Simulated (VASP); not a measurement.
A run of VASP 6.6.1 is set up as follows.

The input POSCAR:

```
AlN
1.0
    3.1066937602      0.0000000000      0.0000000000
   -1.5533468801      2.6904757181      0.0000000000
    0.0000000000      0.0000000000      5.0781633830
Al N
2 2
Direct
    0.3333333333      0.6666666667     -0.0016267570
    0.6666666667      0.3333333333      0.4983732430
    0.3333333333      0.6666666667      0.3766267570
    0.6666666667      0.3333333333      0.8766267570
```

The input INCAR.step1:

```
PREC = Accurate
ENCUT = 520
EDIFF = 1E-5
ISMEAR = 0
SIGMA = 0.01
LREAL = False
LASPH = True
NELM = 80
ALGO = Normal
ISIF = 2
LWAVE = True
LCHARG = False
GGA = PE
NBANDS = 16
```

File INCAR.step2:

```
PREC = Accurate
ENCUT = 520
EDIFF = 1E-6
ISMEAR = 0
SIGMA = 0.01
LREAL = False
LASPH = True
NELM = 80
ALGO = Normal
ISIF = 2
LWAVE = False
LCHARG = False
GGA = PE
LHFCALC = True
HFSCREEN = 0.2079
PRECFOCK = Normal
ISTART = 1
NBANDS = 16
```

File KPOINTS:

```
Automatic mesh
0
Gamma
  6 6 4
```

Potentials or basis: VASP PAW PBE potentials, release 64 (Al, N).

Command:

```sh
$ cat potpaw_PBE.64/Al/POTCAR potpaw_PBE.64/N/POTCAR > POTCAR
$ cp INCAR.step1 INCAR
$ mpirun -np 1 vasp_std > vasp.out
$ cp INCAR.step2 INCAR
$ mpirun -np 1 vasp_std > vasp.out
```

What does it give for the largest force?

0.010 eV/Å.

What does it give for the band gap on the k mesh?

5.49 eV.

Estimate the pressure.

-4.6 GPa.

Forces in eV/Å, atoms in the order of the input:
```
Al   0.000  0.000 -0.010
Al   0.000  0.000 -0.010
N    0.000  0.000  0.010
N    0.000  0.000  0.010
```

Caveat: the cell differs from its parent crystal (uniaxial z strain +2.0%); the stress differs along the axes, from -9 to -3 GPa; the PAW data sets were made with another functional, which shifts forces and pressure a little.
